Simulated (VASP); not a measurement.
**V: single point with PBE**

The system is V.

```
V
1.0
    -1.47999    1.47999    1.47999
     1.47999   -1.47999    1.47999
     1.47999    1.47999   -1.47999
V
1
Direct
  0.00000 0.00000 0.00000
```

```json
{"Program": "VASP 6.6.1", "Task": "single point", "Functional": "PBE", "Potentials or basis": "VASP PAW PBE potentials, release 64 (V_sv)", "Cutoff": "500 eV", "k mesh": "14 × 14 × 14", "Occupations": "fermi-dirac, width 0.05 eV", "Spin": "no spin polarisation", "Dipole correction": "no", "Further INCAR settings": "ALGO = Normal; EDIFF = 1e-06; NBANDS = 12"}
```

```yaml
Pressure: 7.5 GPa
Band_gap_on_the_k_mesh: zero (an odd number of electrons rules out a gap without spin polarisation)
```

Levels at points of the mesh, in eV from the Fermi level:
```tsv
k point	band 2	band 3	band 4	band 5	band 6	band 7	band 8	band 9	band 10	band 11
(0.00, 0.00, 0.00)	-36.91	-36.91	-36.91	-6.66	0.42	0.42	0.42	2.53	2.53	20.79
(0.50, 0.00, 0.00)	-37.92	-37.22	-36.92	-3.30	-1.20	1.79	2.54	2.92	4.32	10.66
(0.50, 0.50, 0.50)	-37.60	-37.60	-37.60	-3.17	-3.17	3.91	3.91	3.91	10.58	10.58
```

Run time: 21 s on 1 thread of Intel Xeon 8259CL, on a shared host, peak memory 0.13 GiB.

Caveat: the cell stands under pressure.
